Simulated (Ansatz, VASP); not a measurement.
## GdN: VASP beside Ansatz

File INCAR:

```
  ALGO = Normal
  EDIFF = 1E-7
  ENCUT = 520
  GGA = PE
  ISIF = 2
  ISMEAR = 0
  ISPIN = 2
  LASPH = True
  LCHARG = True
  LELF = True
  LMAXMIX = 6
  LORBIT = 11
  LREAL = False
  LVHAR = True
  LWAVE = False
  MAGMOM = 7.54 0
  NBANDS = 22
  NELM = 150
  PREC = Accurate
  SIGMA = 0.05
```

Contents of KPOINTS:

```
k-points
0
Gamma
  12 12 12
```

The input POSCAR:

```
GdN
1.0
    0.0000000000      2.4586016831      2.4586016831
    2.4586016831      0.0000000000      2.4586016831
    2.4586016831      2.4586016831      0.0000000000
Gd N
1 1
Direct
    0.0000000000      0.0000000000      0.0000000000
    0.5000000000      0.5000000000      0.5000000000
```

Input for Ansatz:

```yaml
crystal:
  lattice:
    - [0.0, 2.4586016831, 2.4586016831]
    - [2.4586016831, 0.0, 2.4586016831]
    - [2.4586016831, 2.4586016831, 0.0]
  atoms:
    - { symbol: Gd, position: [0.0, 0.0, 0.0], spin: 7.54 }
    - { symbol: "N", position: [0.5, 0.5, 0.5] }
basis:
  ecutwfc: 420
  ecutrho_ratio: 4
kpoints:
  mp_grid: { grid: [12, 12, 12] }
hamiltonian:
  xc: pbe
scf:
  occupations: { method: gaussian, width: 0.05 }
output:
  forces: true
  stress: true
  eigenvalues: true
  populations: true
magnetization:
  spin_polarized: true
```

Alike in both runs: task single point; functional PBE; k mesh 12 × 12 × 12; occupations gaussian, width 0.05 eV; collinear spin.

|  | VASP | Ansatz |
| --- | --- | --- |
| version | VASP 6.6.1 | Ansatz 0.2.0 |
| potentials or method | VASP PAW PBE potentials, release 64 (Gd, N), cutoff 520 eV | scalar-relativistic, plane waves, PAW |
| valence electrons in the cell | 23 | 23 |

Ansatz gave:

```
gap on the k mesh at the Fermi level (eV)                     : none
pressure (GPa)                                                : 6.4
net moment per atom (μB)                                      : 3.50
size of the moment on the site where the two differ most (μB) : 6.85
```

Task: Which values does VASP return?

Result: gap on the k mesh at the Fermi level (eV): none; pressure (GPa): 6.6; net moment per atom (μB): 3.50; size of the moment on the site where the two differ most (μB): 6.80.

Site moments also hang on the region over which each program counts them. A gap of «none» marks a metal or a gap that the smearing closes. With one functional, cell and mesh, what is left measures potentials, basis and numerics.

Neither program's run includes spin-orbit coupling.
